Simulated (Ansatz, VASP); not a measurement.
Two plane-wave programs on ZrSi3N3

The input INCAR:

```
SYSTEM = ZrSi3N3
ALGO = Normal
EDIFF = 1E-6
ENCUT = 520
GGA = PE
ISIF = 2
ISMEAR = 0
LASPH = .TRUE.
LCHARG = .FALSE.
LREAL = .FALSE.
LWAVE = .FALSE.
NBANDS = 28
NELM = 100
PREC = Accurate
SIGMA = 0.1
```

The input KPOINTS:

```
k-points
0
G
  6 6 4
  0 0 0
```

POSCAR

```
ZrSi3N3
1.0
    3.4969392500      0.0000000000      0.0000000000
    0.0000000000      3.4969392500      0.0000000000
    0.0000000000      0.0000000000      6.2450113800
Zr Si N
1 3 3
Direct
    0.0000000000      0.0000000000      0.0209936100
    0.5000000000      0.0000000000      0.9442771300
    0.0000000000      0.5000000000      0.9442771300
    0.0000000000      0.0000000000      0.7521694700
    0.5000000000      0.0000000000      0.1110386800
    0.0000000000      0.5000000000      0.1110386800
    0.0000000000      0.0000000000      0.4236132700
```

Input for Ansatz:

```yaml
crystal:
  lattice:
    - [3.49693925, 0.0, 0.0]
    - [0.0, 3.49693925, 0.0]
    - [0.0, 0.0, 6.24501138]
  atoms:
    - { symbol: Zr, position: [0.0, 0.0, 0.02099361] }
    - { symbol: Si, position: [0.5, 0.0, 0.94427713] }
    - { symbol: Si, position: [0.0, 0.5, 0.94427713] }
    - { symbol: Si, position: [0.0, 0.0, 0.75216947] }
    - { symbol: "N", position: [0.5, 0.0, 0.11103868] }
    - { symbol: "N", position: [0.0, 0.5, 0.11103868] }
    - { symbol: "N", position: [0.0, 0.0, 0.42361327] }
basis:
  ecutwfc: 420
kpoints:
  mp_grid: { grid: [6, 6, 4] }
hamiltonian:
  xc: pbe
scf:
  occupations: { method: gaussian, width: 0.1 }
  lower_state_search: "off"
output:
  forces: true
  stress: true
  eigenvalues: true
```

Alike in both runs: task single point; functional PBE; k mesh 6 × 6 × 4; occupations gaussian, width 0.1 eV; no spin polarisation.

|  | VASP | Ansatz |
| --- | --- | --- |
| version | VASP 6.6.1 | Ansatz 0.2.0 |
| potentials or method | VASP PAW PBE potentials, release 64 (Zr_sv, Si, N), cutoff 520 eV | scalar-relativistic, plane waves, PAW |
| valence electrons in the cell | 39 | 39 |

|  | VASP | Ansatz | Ansatz less VASP |
| --- | --- | --- | --- |
| gap on the k mesh at the Fermi level (eV) | none | none | - |
| rms of the force components (eV/Å) | 51.894 | 53.142 | +1.2480 |

Atom by atom the forces differ by 1.274 eV/Å (rms over components). A gap of «none» marks a metal or a gap that the smearing closes. With one functional, cell and mesh, what is left measures potentials, basis and numerics.
